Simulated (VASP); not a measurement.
# NbP (I4_1md) in VASP: a series of runs, part 2 of 2

VASP 6.6.1. Earlier steps stand in the parts before.

## Step 4: Single point, r2SCAN

This run uses another cell than the first one, of 15.78 Å³/atom.

POSCAR

```
NbP
1.0
   -1.6636818200      1.6636818200      5.7015827992
    1.6636818200     -1.6636818200      5.7015827992
    1.6636818200      1.6636818200     -5.7015827992
Nb P
2 2
Direct
    0.2498808000      0.7498808000      0.5000000000
    0.4998808000      0.4998808000      0.0000000000
    0.8327477700      0.3327477700      0.5000000000
    0.0827477700      0.0827477700      0.0000000000
```

INCAR.step1

```
SYSTEM = NbP
PREC = Accurate ; ENCUT = 520
ISMEAR = -1 ; SIGMA = 0.05
LREAL = .False. ; LASPH = .True.
NELM = 80 ; NBANDS = 26
GGA = PE ; ALGO = Normal
EDIFF = 1E-4 ; LWAVE = .True.
LCHARG = .False.
```

INCAR.step2

```
SYSTEM = NbP
PREC = Accurate ; ENCUT = 520
EDIFF = 1E-6 ; ISMEAR = -1
SIGMA = 0.05 ; LREAL = .False.
LASPH = .True. ; NELM = 80
ALGO = Normal ; ISIF = 2
LWAVE = .False. ; LCHARG = .False.
METAGGA = R2SCAN ; LMIXTAU = .True.
NBANDS = 26 ; ISTART = 1
```

KPOINTS

```
regular mesh
0
Gamma
  11 11 11
  0 0 0
```

Potentials or basis: VASP PAW PBE potentials, release 64 (Nb_sv, P).

On the command line:

```
$ cat potpaw_PBE.64/Nb_sv/POTCAR potpaw_PBE.64/P/POTCAR > POTCAR
$ cp INCAR.step1 INCAR
$ mpirun -np 1 vasp_std > vasp.out
$ cp INCAR.step2 INCAR
$ mpirun -np 1 vasp_std > vasp.out
```

OUTCAR:

```text
SYSTEM = NbP
   PREC = Accurate
   ENCUT = 520
   EDIFF = 1E-6
   ISMEAR = -1
   LREAL = .False.
   LASPH = .True.
   NELM = 80
   ISIF = 2
   METAGGA = R2SCAN
   ISTART = 1

 ion  position               nearest neighbor table
   1  0.250  0.750  0.500-   4 2.53   4 2.53   3 2.54   3 2.54   3 2.54   3 2.54
   2  0.500  0.500  0.000-   3 2.53   3 2.53   4 2.54   4 2.54   4 2.54   4 2.54
   3  0.833  0.333  0.500-   2 2.53   2 2.53   1 2.54   1 2.54   1 2.54   1 2.54
   4  0.083  0.083  0.000-   1 2.53   1 2.53   2 2.54   2 2.54   2 2.54   2 2.54

  LATTYP: Found a body centered tetragonal cell.
 ALAT       =     3.3273636400
 C/A-ratio  =     3.4270872775

  Lattice vectors:

 A1 = (  -1.6636818200,   1.6636818200,   5.7015827992)
 A2 = (   1.6636818200,  -1.6636818200,   5.7015827992)
 A3 = (   1.6636818200,   1.6636818200,  -5.7015827992)

Analysis of symmetry for initial positions (statically):
=====================================================================
 Subroutine PRICEL returns:
 Original cell was already a primitive cell.

 Routine SETGRP: Setting up the symmetry group for a
 body centered tetragonal supercell.

 Subroutine GETGRP returns: Found  8 space group operations
 (whereof  4 operations were pure point group operations)
 out of a pool of 16 trial point group operations.

The static configuration has the point symmetry C_2v.
 The point group associated with its full space group is C_4v.

Analysis of symmetry for dynamics (positions and initial velocities):
=====================================================================
 Subroutine PRICEL returns:
 Original cell was already a primitive cell.

 Routine SETGRP: Setting up the symmetry group for a
 body centered tetragonal supercell.

 Subroutine GETGRP returns: Found  8 space group operations
[... 123 lines left out ...]
   ISMEAR =    -1;   SIGMA  =   0.05  broadening in eV -4-tet -1-fermi 0-gaus
   EFERMI_NEDOS =   21; number of points for ismear=-14 and -15
   IALGO  =     38    algorithm
   IMIX   =      4    mixing-type and parameters
     AMIX     =   0.40;   BMIX     =  1.00
     AMIX_MAG =   1.60;   BMIX_MAG =  1.00
  volume/ion in A,a.u.               =      15.78       106.50
  Fermi-wavevector in a.u.,A,eV,Ry     =   1.357616  2.565523 25.077193  1.843122
  Thomas-Fermi vector in A             =   2.484519
   LORBIT       =      0    0 simple, 1 ext, 2 COOP (PROOUT), +10 PAW based schemes
   METAGGA = R2SCAN    functional components
   LHFCALC =     F    Hartree Fock is set to
   AEXX    =    0.0000 exact exchange contribution
   IVDW    =     0    specifies the selected vdW correction
   LEPSILON=     F    determine dielectric tensor
   LRPA    =     F    only Hartree local field effects (RPA)
 non-spin polarized calculation
  energy-cutoff  :      520.00
  volume of cell :       63.12
 maximum number of plane-waves:      1721
 NGX is ok and might be reduce to    48
   NGX = 23   NGY = 23   NGZ = 23

 number of electron      36.0000000 magnetization

 Free energy of the ion-electron system (eV)
  ---------------------------------------------------
  ext. energy  EPLUGINS =         0.00000000
  ---------------------------------------------------
  free energy    TOTEN  =       -72.05285260 eV

  energy without entropy =      -72.04789451  energy(sigma->0) =      -72.05037356

 E-fermi :  10.8533     XC(G=0): -12.9511

 val. band max:       10.8510305157   @ k =  -0.0909   0.4545   0.0909
 cond. band min:      10.8637825291   @ k =  -0.0909  -0.4545   0.0909
 fundamental gap:      0.0127520135
 Fermi energy:        10.8533226631

 k-point     1 :       0.0000    0.0000    0.0000
  band No.  band energies     occupation
      1     -45.9117      2.00000
      2     -45.8666      2.00000
      3     -21.5104      2.00000
      4     -21.2631      2.00000
      5     -21.2631      2.00000
      6     -21.1124      2.00000
[... 685 lines left out ...]
     25      15.3785      0.00000
     26      16.6606      0.00000

 [... further k-points ...]

------------------------ aborting loop because EDIFF is reached ----------------------------------------

  FORCE on cell =-STRESS in cart. coord.  units (eV):
  Direction    XX          YY          ZZ          XY          YZ          ZX
  --------------------------------------------------------------------------------------
  -------------------------------------------------------------------------------------
  Total        0.7860684      0.7860684      0.6995822      0.0000000      0.0000000      0.0000000
  in kB       19.9514716     19.9514716     17.7563352      0.0000000      0.0000000      0.0000000
  external PRESSURE =      19.2197595 kB  Pullay stress =       0.0000000 kB

 VOLUME and BASIS-vectors are now :
 -----------------------------------------------------------------------------
  energy-cutoff  :      520.00
  volume of cell :       63.12
      direct lattice vectors                 reciprocal lattice vectors
    -1.663681820  1.663681820  5.701582799     0.000000000  0.300538236  0.087694947
     1.663681820 -1.663681820  5.701582799     0.300538236  0.000000000  0.087694947
     1.663681820  1.663681820 -5.701582799     0.300538236  0.300538236  0.000000000

 POSITION                                       TOTAL-FORCE (eV/Angst)
 -----------------------------------------------------------------------------------
      1.66368      0.00000      2.84943        -0.000000      0.000000      0.002497
      0.00000      0.00000      5.70022         0.000000     -0.000000      0.002497
     -0.00000      1.66368      3.79438        -0.000000     -0.000000     -0.002497
      0.00000      0.00000      0.94359        -0.000000     -0.000000     -0.002497
 -----------------------------------------------------------------------------------
    total drift:                                0.000000      0.000000      0.000281

  FREE ENERGIE OF THE ION-ELECTRON SYSTEM (eV)
  ---------------------------------------------------
  free  energy   TOTEN  =       -72.0528525984 eV

  energy  without entropy=      -72.0478945133  energy(sigma->0) =      -72.05037356
```

It took 16 min on 1 thread of Intel Xeon Platinum 8559C (Emerald Rapids), shared host; peak memory 0.45 GiB.

Results:

| Property | Result |
| --- | --- |
| Free energy | -72.0529 eV |
| Pressure | 1.9 GPa |

Forces in eV/Å, atoms in the order of the input:
```
Nb   0.000  0.000  0.002
Nb   0.000  0.000  0.002
P    0.000  0.000 -0.002
P    0.000  0.000 -0.002
```

Stress tensor (GPa, compression positive):
```
2.00 0.00 0.00
0.00 2.00 0.00
0.00 0.00 1.78
```

Levels at points of the mesh, in eV from the Fermi level:
```tsv
k point	band 14	band 15	band 16	band 17	band 18	band 19	band 20	band 21	band 22	band 23
(0.00, 0.00, 0.00)	-2.44	-2.28	-1.83	-1.49	-1.49	0.89	1.72	2.87	3.36	3.36
```

Caveat: the PAW data sets were made with another functional, which shifts forces and pressure a little.

## Step 5: Single point, r2SCAN

POSCAR

```
NbP
1.0
   -1.6749232544      1.6749232544      5.7401081759
    1.6749232544     -1.6749232544      5.7401081759
    1.6749232544      1.6749232544     -5.7401081759
Nb P
2 2
Direct
    0.2498808000      0.7498808000      0.5000000000
    0.4998808000      0.4998808000      0.0000000000
    0.8327477700      0.3327477700      0.5000000000
    0.0827477700      0.0827477700      0.0000000000
```

INCAR.step1 is that of step 4.

INCAR.step2 is that of step 4.

KPOINTS

```
Automatic mesh
0
Gamma
  11 11 11
  0 0 0
```

On the command line:

```
$ cat potpaw_PBE.64/Nb_sv/POTCAR potpaw_PBE.64/P/POTCAR > POTCAR
$ cp INCAR.step1 INCAR
$ mpirun -np 1 vasp_std > vasp.out
$ cp INCAR.step2 INCAR
$ mpirun -np 1 vasp_std > vasp.out
```

It took 15 min on 1 thread of Intel Xeon Platinum 8559C (Emerald Rapids), shared host; peak memory 0.46 GiB.

Results (log left out):

```
Free energy            : -72.0526 eV
Pressure               : -2.0 GPa
Largest force          : 0.004 eV/Å
Band gap on the k mesh : zero (filled and empty bands touch)
```

Forces in eV/Å, atoms in the order of the input:
```
Nb   0.000  0.000 -0.004
Nb   0.000  0.000 -0.004
P    0.000  0.000  0.004
P    0.000  0.000  0.004
```

Stress tensor (GPa, compression positive):
```
-2.17  0.00  0.00
 0.00 -2.17  0.00
 0.00  0.00 -1.80
```

Levels at points of the mesh, in eV from the Fermi level:
| k point | band 14 | band 15 | band 16 | band 17 | band 18 | band 19 | band 20 | band 21 | band 22 | band 23 |
| --- | --- | --- | --- | --- | --- | --- | --- | --- | --- | --- |
| (0.00, 0.00, 0.00) | -2.42 | -2.22 | -1.78 | -1.49 | -1.49 | 0.87 | 1.67 | 2.80 | 3.27 | 3.27 |

Caveat: the PAW data sets were made with another functional, which shifts forces and pressure a little.

## Step 6: Overview

```csv
task,level,cell,cutoff (eV),gap on the mesh (eV),pressure (GPa)
relaxation of cell and atoms,PBEsol,"relaxed to 20 GPa from a = 6.210 Å, angles 148.7, 148.7, 44.8°, 4 atoms",600,none,20.0
single point,r2SCAN,"a = 6.126 Å, angles 148.7, 148.7, 44.8°, 4 atoms",520,-,6.3
single point,r2SCAN,"a = 6.168 Å, angles 148.7, 148.7, 44.8°, 4 atoms",520,-,1.9
single point,r2SCAN,"a = 6.210 Å, angles 148.7, 148.7, 44.8°, 4 atoms",520,none,-2.0
```

Alike in all rows: potentials or basis VASP PAW PBE potentials, release 64 (Nb_sv, P); no spin polarisation; k mesh 11 × 11 × 11; smearing fermi-dirac 0.05 eV.

Caveats: the PAW data sets were made with another functional, which shifts forces and pressure a little; the cell is relaxed towards a set pressure, so the run minimises the enthalpy, not the energy (at least some runs); the cell stands under pressure (at least some runs).

Absolute energies hang on the potentials; compare differences alone.
